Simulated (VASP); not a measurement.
SiBr5:

```
Si Br
1.0
     6.23586    0.00000    0.00000
     0.00000    6.23586    0.00000
     0.00000    0.00000    6.23586
Si Br
1 5
Cartesian
  0.0000 0.0000 0.0000
  4.9498 4.9498 1.2861
  4.9498 1.2861 4.9498
  1.2861 4.9498 4.9498
  1.2861 1.2861 1.2861
  3.1179 3.1179 3.1179
```

| Quantity | Value |
| --- | --- |
| Program | VASP 6.6.1 |
| Task | relaxation of cell and atoms |
| Functional | PBE |
| Potentials or basis | VASP PAW PBE potentials, release 64 (Si, Br) |
| Cutoff | 600 eV |
| k mesh | 6 × 6 × 6 |
| Occupations | gaussian, width 0.1 eV |
| Spin | no spin polarisation |

At the start: pressure 0.5 GPa; volume 40.41 Å³/atom.

How do energy, volume and symmetry change on relaxing?

Over 9 steps the energy falls by 7.9 meV/atom and the volume is 45.01 Å³/atom (+11.4 %); space group P-43m (No. 215, to 0.1 Å) before and after.

The path:
| step | energy change (eV) | largest force (eV/Å) | pressure (GPa) | volume (Å³) |
| --- | --- | --- | --- | --- |
| 1 | 0.0000 | 0.0698 | 0.52 | 242.49 |
| 2 | -0.0108 | 0.2073 | 0.10 | 247.15 |
| 3 | -0.0125 | 0.2878 | -0.14 | 250.00 |
| 4 | -0.0205 | 0.2476 | -0.11 | 251.97 |
| 5 | -0.0379 | 0.1224 | -0.02 | 257.95 |
| 6 | -0.0444 | 0.1534 | 0.28 | 270.18 |
| 7 | -0.0462 | 0.0684 | 0.18 | 266.43 |
| 8 | -0.0474 | 0.0338 | -0.07 | 271.36 |
| 9 | -0.0476 | 0.0070 | -0.01 | 270.06 |

Final structure:
```yaml
crystal:
  lattice:
    - [6.46376, 0.00000, 0.00000]
    - [0.00000, 6.46376, 0.00000]
    - [0.00000, 0.00000, 6.46376]
  atoms:
    - { symbol: Si, position: [0.00000, 0.00000, 0.00000] }
    - { symbol: Br, position: [0.80138, 0.80138, 0.19862] }
    - { symbol: Br, position: [0.80138, 0.19862, 0.80138] }
    - { symbol: Br, position: [0.19862, 0.80138, 0.80138] }
    - { symbol: Br, position: [0.19862, 0.19862, 0.19862] }
    - { symbol: Br, position: [0.50000, 0.50000, 0.50000] }
```

Caveat: an odd number of electrons without spin polarisation forces a metal; a magnetic or distorted state may lie lower.
